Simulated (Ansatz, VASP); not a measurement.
## Two plane-wave programs on Co

```xyz
3
Lattice="4.0433 0.0000 0.0000 -2.0216 3.5016 0.0000 0.0000 0.0000 2.4795" Properties=species:S:1:pos:R:3 pbc="T T T"
Co    0.0000    0.0000    0.0000
Co    0.0000    2.3344    1.2398
Co    2.0216    1.1672    1.2398
```

Alike in both runs: task single point; functional RPBE; k mesh 12 × 12 × 17; occupations fermi-dirac, width 0.1 eV; no spin polarisation.

|  | VASP | Ansatz |
| --- | --- | --- |
| version | VASP 6.6.1 | Ansatz 0.2.0 |
| potentials or method | VASP PAW PBE potentials, release 64 (Co), cutoff 520 eV | plane waves (420 eV) with PAW, scalar-relativistic |
| valence electrons in the cell | 27 | 51 |

VASP gave:

| Item | Value |
| --- | --- |
| pressure (GPa) | -14.0 |
| traceless stress, the component that is largest in VASP (GPa) | 0.70 |

Q: What did Ansatz give for the same quantities?

A: Pressure (GPa): -14.0; traceless stress, the component that is largest in VASP (GPa): 0.80.

VASP's potentials were made for PBE, not for RPBE. VASP's potentials hold 27 valence electrons a cell and Ansatz's 51, so a difference there can come from the potentials and not from the codes.
